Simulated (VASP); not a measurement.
Set up this calculation in VASP 6.6.1, as the native input.

| Property | Result |
| --- | --- |
| Task | electric field gradients |
| Functional | LDA |
| Potentials or basis | VASP PAW LDA potentials, release 64 (Sn_d) |
| Cutoff | 520 eV |
| k mesh | 9 × 9 × 9 |
| Occupations | fermi-dirac, width 0.03 eV |
| Spin | no spin polarisation |
| Dipole correction | no |
| Further INCAR settings | ALGO = Normal; EDIFF = 1e-08; NBANDS = 21 |

The structure of Sn lies in POSCAR:

```
Sn
1.0
    0.0649120000      3.2780560000      3.2780560000
    3.2780560000      0.0649120000      3.2780560000
    3.2780560000      3.2780560000      0.0649120000
Sn
2
Direct
    0.5000000000      0.5000000000      0.5000000000
    0.7500000000      0.7500000000      0.7500000000
```

This cell differs from its parent crystal: equal xy, yz and zx shear strains of +2 %.

The input as run:

INCAR

```
PREC     = Accurate       # precision mode
ENCUT    = 520            # plane-wave cutoff, eV
EDIFF    = 1E-8           # SCF threshold, eV
ISMEAR   = -1             # smearing method
SIGMA    = 0.03           # smearing width, eV
LREAL    = False          # projectors in reciprocal space
LASPH    = True           # aspherical terms in the spheres
NELM     = 100            # most SCF steps
ALGO     = Normal         # electronic algorithm
ISIF     = 2              # what is computed and relaxed
LWAVE    = False          # write WAVECAR
LCHARG   = False          # write CHGCAR
GGA      = CA             # functional
LEFG     = True         
NBANDS   = 21             # bands
```

KPOINTS

```
Automatic mesh
0
Gamma
  9 9 9
```

Potentials or basis: VASP PAW LDA potentials, release 64 (Sn_d).

Run with:

```bash
$ cat potpaw_LDA.64/Sn_d/POTCAR > POTCAR
$ mpirun -np 1 vasp_std > vasp.out
```

Results of the run:

```
Pressure               : -0.3 GPa
Largest force          : 0.274 eV/Å
Band gap on the k mesh : zero (band 14 reaches 5.46 eV, above the bottom of band 15 at 5.22 eV)
```

Caveat: the cell differs from its parent crystal (equal xy, yz and zx shear strains of +2 %); without QUAD_EFG the Cq values of the log hold for a quadrupole moment of 1 mb, not for the nuclei; spin-orbit coupling is left out, which moves the levels of the heavy elements.

It took 72 s on 1 thread of AMD EPYC 9R45 96-Core Processor (Zen 5) (shared host), peak memory 0.2 GiB.
